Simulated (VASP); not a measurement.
# HfN (P6_3/mmc) in VASP: further runs, part 2 of 2

VASP 6.6.1. Earlier steps stand in the parts before.

## 4. Relaxation of cell and atoms, PBEsol, target pressure 2 GPa, at which the enthalpy is minimised

This run uses another cell than the first one, of 11.20 Å³/atom.

INCAR

```
  PREC = Accurate
  ENCUT = 600
  EDIFF = 1E-6
  ISMEAR = 0
  SIGMA = 0.1
  LREAL = False
  LASPH = True
  NELM = 60
  ALGO = Normal
  ISIF = 3
  LWAVE = False
  LCHARG = False
  GGA = PS
  IBRION = 2
  NSW = 70
  EDIFFG = -0.008
  PSTRESS = 20.0
```

KPOINTS

```
Automatic mesh
0
Gamma
  18 18 8
```

POSCAR

```
HfN
1.0
    3.1074233707      0.0000000000      0.0000000000
   -1.5537116854      2.6911075793      0.0000000000
    0.0000000000      0.0000000000      5.3559744157
Hf N
2 2
Direct
    0.6666666667      0.3333333333      0.7500000000
    0.3333333333      0.6666666667      0.2500000000
    0.0000000000      0.0000000000      0.0000000000
    0.0000000000      0.0000000000      0.5000000000
```

Potentials or basis: VASP PAW PBE potentials, release 64 (Hf_pv, N).

Run with:

```sh
> cat potpaw_PBE.64/Hf_pv/POTCAR potpaw_PBE.64/N/POTCAR > POTCAR
> mpirun -np 1 vasp_std > vasp.out
```

OUTCAR:

```text
PREC = Accurate
   ENCUT = 600
   EDIFF = 1E-6
   ISMEAR = 0
   LREAL = False
   LASPH = True
   NELM = 60
   ISIF = 3
   GGA = PS
   IBRION = 2
   NSW = 70
   EDIFFG = -0.008
   PSTRESS = 20.0

 ion  position               nearest neighbor table
   1  0.667  0.333  0.750-   3 2.24   4 2.24   3 2.24   4 2.24   3 2.24   4 2.24   2 3.22   2 3.22
                             2 3.22   2 3.22   2 3.22   2 3.22
   2  0.333  0.667  0.250-   3 2.24   4 2.24   3 2.24   4 2.24   3 2.24   4 2.24   1 3.22   1 3.22
                             1 3.22   1 3.22   1 3.22   1 3.22
   3  0.000  0.000  0.000-   1 2.24   2 2.24   2 2.24   1 2.24   1 2.24   2 2.24
   4  0.000  0.000  0.500-   1 2.24   2 2.24   2 2.24   1 2.24   1 2.24   2 2.24

  LATTYP: Found a hexagonal cell.
 ALAT       =     3.1074233707
 C/A-ratio  =     1.7236062734

  Lattice vectors:

 A1 = (   3.1074233707,   0.0000000000,   0.0000000000)
 A2 = (  -1.5537116854,   2.6911075793,   0.0000000000)
 A3 = (   0.0000000000,   0.0000000000,   5.3559744157)

Analysis of symmetry for initial positions (statically):
=====================================================================
 Subroutine PRICEL returns:
 Original cell was already a primitive cell.

 Routine SETGRP: Setting up the symmetry group for a
 hexagonal supercell.

 Subroutine GETGRP returns: Found 24 space group operations
 (whereof 12 operations were pure point group operations)
 out of a pool of 24 trial point group operations.

The static configuration has the point symmetry D_3d.
 The point group associated with its full space group is D_6h.

Analysis of symmetry for dynamics (positions and initial velocities):
=====================================================================
 Subroutine PRICEL returns:
 Original cell was already a primitive cell.

 Routine SETGRP: Setting up the symmetry group for a
 hexagonal supercell.
[... 134 lines left out ...]
   LORBIT       =      0    0 simple, 1 ext, 2 COOP (PROOUT), +10 PAW based schemes
   GGA     = PS    functional components
   LHFCALC =     F    Hartree Fock is set to
   AEXX    =    0.0000 exact exchange contribution
   IVDW    =     0    specifies the selected vdW correction
   LEPSILON=     F    determine dielectric tensor
   LRPA    =     F    only Hartree local field effects (RPA)
 conjugate gradient relaxation of ions
 non-spin polarized calculation
 Gauss-broadening in eV      SIGMA  =   0.10
  energy-cutoff  :      600.00
  volume of cell :       44.79
 maximum number of plane-waves:      1527
 NGX is ok and might be reduce to    28
   NGX = 13   NGY = 13   NGZ = 21

--------------------------------------- Ionic step        1  -------------------------------------------

 number of electron      29.9999997 magnetization

 Free energy of the ion-electron system (eV)
  ---------------------------------------------------
  ext. energy  EPLUGINS =         0.00000000
  ---------------------------------------------------
  free energy    TOTEN  =       -45.87334885 eV

  energy without entropy =      -45.87069528  energy(sigma->0) =      -45.87202206

------------------------ aborting loop because EDIFF is reached ----------------------------------------

  FORCE on cell =-STRESS in cart. coord.  units (eV):
  Direction    XX          YY          ZZ          XY          YZ          ZX
  --------------------------------------------------------------------------------------
  -------------------------------------------------------------------------------------
  Total        0.9492059      0.9492059      1.0031615     -0.0000000      0.0000000      0.0000000
  in kB       33.9547877     33.9547877     35.8848782     -0.0000000      0.0000000      0.0000000
  external PRESSURE =      14.5981512 kB  Pullay stress =      20.0000000 kB
[... 67 lines left out ...]
--------------------------------------- Ionic step        3  -------------------------------------------

 number of electron      29.9999997 magnetization

 Free energy of the ion-electron system (eV)
  ---------------------------------------------------
  ext. energy  EPLUGINS =         0.00000000
  ---------------------------------------------------
  free energy    TOTEN  =       -45.87705846 eV

  energy without entropy =      -45.87439989  energy(sigma->0) =      -45.87572917

 E-fermi :   7.9545     XC(G=0): -13.0263

 val. band max:        7.9492102413   @ k =   0.2222   0.0000   0.5000
 cond. band min:       7.9682209092   @ k =   0.3889   0.1667   0.5000
 fundamental gap:      0.0190106679
 Fermi energy:         7.9544569549

 k-point     1 :       0.0000    0.0000    0.0000
  band No.  band energies     occupation
      1     -23.6668      2.00000
      2     -22.7093      2.00000
      3     -22.6102      2.00000
      4     -22.6102      2.00000
      5     -22.5431      2.00000
      6     -22.5431      2.00000
[... 505 lines left out ...]
      6     -22.7397      2.00000
[... 11 lines left out ...]
     18      11.7868      0.00000
     19      13.1580      0.00000

 [... further k-points ...]

------------------------ aborting loop because EDIFF is reached ----------------------------------------

  FORCE on cell =-STRESS in cart. coord.  units (eV):
  Direction    XX          YY          ZZ          XY          YZ          ZX
  --------------------------------------------------------------------------------------
  -------------------------------------------------------------------------------------
  Total        0.5539796      0.5539796      0.5741572     -0.0000000      0.0000000      0.0000000
  in kB       19.7206845     19.7206845     20.4389699     -0.0000000      0.0000000      0.0000000
  external PRESSURE =      -0.0398870 kB  Pullay stress =      20.0000000 kB
[... 23 lines left out ...]
  energy  without entropy=      -45.8743998883  energy(sigma->0) =      -45.87572917

  enthalpy is  TOTEN    =       -45.3152324756 eV   P V=        0.5618259796

 reached required accuracy - stopping structural energy minimisation
```

OSZICAR:

```text
N       E                     dE             d eps       ncg     rms          rms(c)
DAV:   1     0.129792552340E+03    0.12979E+03   -0.18713E+04  7030   0.177E+03
DAV:   2    -0.449023829796E+02   -0.17469E+03   -0.16928E+03  9332   0.384E+02
DAV:   3    -0.513613697291E+02   -0.64590E+01   -0.63866E+01  8718   0.609E+01
[... 24 lines left out ...]
DAV:   3    -0.458772909699E+02    0.21762E-02   -0.33179E-03  7601   0.479E-01    0.341E-01
DAV:   4    -0.458770721900E+02    0.21878E-03   -0.62972E-04  8764   0.197E-01    0.303E-01
DAV:   5    -0.458770848633E+02   -0.12673E-04   -0.22722E-04  8217   0.815E-02    0.494E-02
DAV:   6    -0.458770665244E+02    0.18339E-04   -0.34378E-05  8026   0.343E-02    0.712E-02
DAV:   7    -0.458770583353E+02    0.81891E-05   -0.48418E-05  8261   0.395E-02    0.113E-02
DAV:   8    -0.458770584552E+02   -0.11985E-06   -0.12298E-06  4917   0.933E-03
   3 F= -.45315232E+02 E0= -.45313903E+02  d E =-.983500E-03
```

CONTCAR:

```text
HfN
   1.00000000000000
     3.1122434559246139   -0.0000000000002179    0.0000000000000000
    -1.5561217280125732    2.6952818955526698    0.0000000000000000
     0.0000000000000000    0.0000000000000000    5.3654314168149533
  Hf              N
     2     2
Direct
     0.6666666667000030    0.3333333332999970    0.7500000000000000
     0.3333333332999970    0.6666666667000030    0.2500000000000000
     0.0000000000000000    0.0000000000000000    0.0000000000000000
     0.0000000000000000    0.0000000000000000    0.5000000000000000

  0.00000000E+00  0.00000000E+00  0.00000000E+00
  0.00000000E+00  0.00000000E+00  0.00000000E+00
  0.00000000E+00  0.00000000E+00  0.00000000E+00
  0.00000000E+00  0.00000000E+00  0.00000000E+00
```

It took 3.9 min on 1 thread of AMD EPYC 9R45 (Zen 5), shared host; peak memory 0.3 GiB.

What came out:

- Free energy: -45.8771 eV
- Relaxed volume: 11.25 Å³/atom
- Relaxed cell: a = 3.112 Å, b = 3.112 Å, c = 5.365 Å, α = 90.00°, β = 90.00°, γ = 120.00°
- Space group after relaxing (to 0.1 Å): P6_3/mmc (No. 194)
- Energy change on relaxing (the run minimises the enthalpy): -0.9 meV/atom
- Ionic steps: 3
- Pressure after relaxing: 2.0 GPa
- Band gap on the k mesh: zero (bands 15 and 16 overlap by 2.40 eV)

Step by step:
| step | energy change (eV) | largest force (eV/Å) | pressure (GPa) | volume (Å³) |
| --- | --- | --- | --- | --- |
| 1 | 0.0000 | 0.0000 | 3.46 | 44.79 |
| 2 | -0.0053 | 0.0000 | -0.85 | 45.45 |
| 3 | -0.0037 | 0.0000 | 2.00 | 45.01 |

Final structure:
```
CELL_PARAMETERS angstrom
3.11224 0.00000 0.00000
-1.55612 2.69528 0.00000
0.00000 0.00000 5.36543
ATOMIC_POSITIONS crystal
Hf 0.66667 0.33333 0.75000
Hf 0.33333 0.66667 0.25000
N 0.00000 0.00000 0.00000
N 0.00000 0.00000 0.50000
```

Caveat: the cell is relaxed towards a set pressure, so the run minimises the enthalpy, not the energy; the PAW data sets were made with another functional, which shifts forces and pressure a little; spin-orbit coupling is left out, which moves the levels of the heavy elements.

## 5. Overview

```tsv
cell	gap on the mesh (eV)	pressure (GPa)
relaxed to 20 GPa from a = 3.062, b = 3.062, c = 5.279 Å, angles 90.0, 90.0, 120.0°, 4 atoms	none	20.0
relaxed to 10 GPa from a = 3.093, b = 3.093, c = 5.331 Å, angles 90.0, 90.0, 120.0°, 4 atoms	none	10.0
relaxed to 2 GPa from a = 3.107, b = 3.107, c = 5.356 Å, angles 90.0, 90.0, 120.0°, 4 atoms	none	2.0
```

Alike in all rows: task relaxation of cell and atoms; level PBEsol; potentials or basis VASP PAW PBE potentials, release 64 (Hf_pv, N); no spin polarisation; k mesh 18 × 18 × 8; cutoff (eV) 600; smearing gaussian 0.1 eV.

Caveats: the cell is relaxed towards a set pressure, so the run minimises the enthalpy, not the energy; the PAW data sets were made with another functional, which shifts forces and pressure a little; spin-orbit coupling is left out, which moves the levels of the heavy elements.

Absolute energies hang on the potentials; compare differences alone.
